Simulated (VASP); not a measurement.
Write the native input for VASP 6.6.1 that does the following.

- Task: single point
- Functional: LDA
- Potentials or basis: VASP PAW LDA potentials, release 64 (Ti_sv, C)
- Cutoff: 520 eV
- k mesh: 17 × 17 × 17
- Occupations: fermi-dirac, width 0.08 eV
- Spin: no spin polarisation
- Dipole correction: no
- Further INCAR settings: ALGO = Normal; EDIFF = 1e-06; NBANDS = 15

The structure of TiC (rocksalt type) lies in POSCAR:

```
TiC
1.0
    0.0000000000      1.9094812391      1.9094812391
    1.9094812391      0.0000000000      1.9094812391
    1.9094812391      1.9094812391      0.0000000000
Ti C
1 1
Direct
    0.0000000000      0.0000000000      0.0000000000
    0.5000000000      0.5000000000      0.5000000000
```

This cell differs from its parent crystal: volume scaled by 0.72.

The input as run:

INCAR

```
SYSTEM = TiC
PREC = Accurate ; ENCUT = 520
EDIFF = 1E-6 ; ISMEAR = -1
SIGMA = 0.08 ; LREAL = .False.
LASPH = .True. ; NELM = 80
ALGO = Normal ; ISIF = 2
LWAVE = .False. ; LCHARG = .False.
GGA = CA ; NBANDS = 15
```

KPOINTS

```
Automatic mesh
0
Gamma
  17 17 17
  0 0 0
```

Potentials or basis: VASP PAW LDA potentials, release 64 (Ti_sv, C).

The run is started by

```bash
$ cat potpaw_LDA.64/Ti_sv/POTCAR potpaw_LDA.64/C/POTCAR > POTCAR
$ mpirun -np 1 vasp_std > vasp.out
```

Results of the run:

```json
{"Pressure": "176.2 GPa", "Band gap on the k mesh": "zero (band 8 reaches 14.98 eV, above the bottom of band 9 at 13.91 eV)"}
```

Wall time 30 s on 1 thread of Intel Xeon 6975P-C, with other jobs on the host, peak memory 0.14 GiB.
